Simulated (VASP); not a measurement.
A run of VASP 6.6.1:

INCAR

```
PREC = Accurate
ENCUT = 520
EDIFF = 1E-6
ISMEAR = 0
SIGMA = 0.05
LREAL = F
LASPH = T
NELM = 100
ALGO = Normal
ISIF = 2
LWAVE = F
LCHARG = F
GGA = PE
NBANDS = 11
```

The input KPOINTS:

```
Automatic mesh
0
Gamma
  10 10 10
```

Contents of POSCAR:

```
MgO
1.0
    0.0000000000      1.9022981591      2.6898495970
    1.9022981591      0.0000000000      2.6898495970
    1.9022981591      1.9022981591      0.0000000000
Mg O
1 1
Direct
    0.0000000000      0.0000000000      0.0000000000
    0.5000000000      0.5000000000      0.5000000000
```

Potentials or basis: VASP PAW PBE potentials, release 64 (Mg, O).

The run is started by

```bash
$ cat potpaw_PBE.64/Mg/POTCAR potpaw_PBE.64/O/POTCAR > POTCAR
$ mpirun -np 1 vasp_std > vasp.out
```

Hardware: 1 thread of Intel Xeon 8259CL, on a shared host.

Estimate the wall time of this run.

It took 37 s on 1 thread of Intel Xeon 8259CL, on a shared host, peak memory 0.15 GiB. Counts: scf iterations 12, k points 102.
